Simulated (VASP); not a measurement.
A run of VASP 6.6.1 is set up as follows.

File INCAR:

```
PREC = Accurate
ENCUT = 520
EDIFF = 1E-6
ISMEAR = 0
SIGMA = 0.15
LREAL = F
LASPH = T
NELM = 60
ALGO = Normal
ISIF = 2
LWAVE = F
LCHARG = T
GGA = PS
LELF = T
LVHAR = T
NBANDS = 102
```

Contents of KPOINTS:

```
Automatic mesh
0
Gamma
  2 3 2
```

File POSCAR:

```
YGa6
1.0
    7.1238010000     -0.5154980000     -0.4568170000
   -0.5421320000      5.5666910000     -0.5412420000
    1.2473620000     -1.2574070000      7.5538970000
Ga Y
12 2
Direct
    0.0406620150      0.0980689526      0.9529272289
    0.8099129948     -0.0226372307      0.2298030810
    0.1141393386      0.7498066583      0.1097189498
    0.7803243050      0.0344669462      0.7535739986
    0.0346455236      0.7793800431      0.6106647837
    0.0967869306      0.4472272739      0.2924029940
    0.4347783081      0.2721276305      0.7196747620
    0.8053048269      0.3843852520      0.4791120898
    0.1742732721      0.0626580018      0.4077066626
    0.3182787409      0.7274115094      0.8116879009
    0.6332785548      0.6311898318      0.9997136387
   -0.0267504753      0.4511738547      0.7707721151
    0.5116789887      0.1523654839      0.0971786165
    0.5129087257      0.7334812395      0.4656081859
```

Potentials or basis: VASP PAW PBE potentials, release 64 (Ga_d, Y_sv).

Launch:

```bash
$ cat potpaw_PBE.64/Ga_d/POTCAR potpaw_PBE.64/Y_sv/POTCAR > POTCAR
$ mpirun -np 1 vasp_std > vasp.out
```

(1) Estimate the band gap on the k mesh.

(2) What does it give for the pressure?

Answers

(1) zero (bands 89 and 90 overlap by 0.71 eV).

(2) -1.3 GPa.

Caveat: the k points lie up to 0.45 Å⁻¹ apart, too coarse for converged energies and pressures of a metal; the PAW data sets were made with another functional, which shifts forces and pressure a little.
